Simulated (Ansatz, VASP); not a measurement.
One calculation of Ge2Sb2Te5, two programs

File INCAR:

```
SYSTEM = Ge2Sb2Te5
PREC = Accurate
ENCUT = 520
EDIFF = 1E-6
ISMEAR = -1
SIGMA = 0.05
LREAL = .False.
LASPH = .True.
NELM = 80
ALGO = Normal
ISIF = 2
LWAVE = .False.
LCHARG = .False.
GGA = PS
NBANDS = 44
```

File KPOINTS:

```
Automatic mesh
0
Gamma
  5 5 4
  0 0 0
```

File POSCAR:

```
Ge2Sb2Te5
1.0
    6.8391360000     -3.0660060000      0.0000000000
    6.8391360000      3.0660060000      0.0000000000
   -6.8309770000      0.0000000000      6.8476090000
Te Sb Ge
5 2 2
Direct
    0.5947020000      0.5947020000      0.3864330000
    0.7952880000      0.7952880000      0.1961120000
    0.0083240000      0.0083240000      0.0064350000
    0.2065190000      0.2065190000      0.8098030000
    0.3999590000      0.3999590000      0.5971180000
    0.9017080000      0.9017080000      0.5878730000
    0.1118700000      0.1118700000      0.4173520000
    0.2842870000      0.2842870000      0.1878300000
    0.4973430000      0.4973430000      0.0110440000
```

Contents of input.yaml:

```yaml
crystal:
  lattice:
    - [6.839136, -3.066006, 0.0]
    - [6.839136, 3.066006, 0.0]
    - [-6.830977, 0.0, 6.847609]
  atoms:
    - { symbol: Te, position: [0.594702, 0.594702, 0.386433] }
    - { symbol: Te, position: [0.795288, 0.795288, 0.196112] }
    - { symbol: Te, position: [0.008324, 0.008324, 0.006435] }
    - { symbol: Te, position: [0.206519, 0.206519, 0.809803] }
    - { symbol: Te, position: [0.399959, 0.399959, 0.597118] }
    - { symbol: Sb, position: [0.901708, 0.901708, 0.587873] }
    - { symbol: Sb, position: [0.11187, 0.11187, 0.417352] }
    - { symbol: Ge, position: [0.284287, 0.284287, 0.18783] }
    - { symbol: Ge, position: [0.497343, 0.497343, 0.011044] }
hamiltonian:
  xc: pbesol
  pseudopotentials: { kind: paw }
kpoints:
  mp_grid: { grid: [5, 5, 4] }
  band_path:
    path:
      - [[-0.5, -0.5, 0.5], [0.0, 0.0, 0.0], [0.0, 0.0, -0.5]]
      - [[-0.5, -0.5, 0.0], [0.0, 0.0, 0.0], [0.5, 0.0, 0.0]]
      - [[0.0, -0.5, 0.5], [0.0, 0.0, 0.0], [0.5, 0.0, -0.5]]
      - [[0.0, -0.5, 0.0], [0.0, 0.0, 0.0]]
    npoints: 10
scf:
  occupations: { method: fermi_dirac, width: 0.05 }
  n_extra_bands: 22
output:
  forces: true
  stress: true
  eigenvalues: true
  fatbands: true
  write_density: true
  write_potential: true
  elf: true
  volumetric_format: npy
```

Alike in both runs: functional PBEsol; k mesh 5 × 5 × 4; occupations fermi-dirac, width 0.05 eV; no spin polarisation.

```csv
,VASP,Ansatz
version,VASP 6.6.1,Ansatz 0.2.0
potentials or method,"VASP PAW PBE potentials, release 64 (Te, Sb, Ge_d)",Ansatz PAW
plane-wave cutoff (eV),520,420
valence electrons in the cell,68,138
task,single point,band structure
```

Ansatz gave:

- gap on the k mesh at the Fermi level (eV): 0.25
- least direct gap on the mesh (eV): 0.33
- pressure (GPa): -2.4
- traceless stress, the component that is largest in VASP (GPa): -0.23
- rms of the force components (eV/Å): 0.069

Problem. Which values does VASP return?

Solution. gap on the k mesh at the Fermi level (eV): 0.25; least direct gap on the mesh (eV): 0.32; pressure (GPa): -2.4; traceless stress, the component that is largest in VASP (GPa): -0.25; rms of the force components (eV/Å): 0.064.

VASP's potentials were made for PBE, not for PBEsol. Atom by atom the forces differ by 0.007 eV/Å (rms over components). VASP's potentials hold 68 valence electrons a cell and Ansatz's 138, so a difference there can come from the potentials and not from the codes.

Spin-orbit coupling is off throughout. Noted on Ansatz's run: the k mesh misses the band edges, so the gap on the mesh is wider than the one along the path.
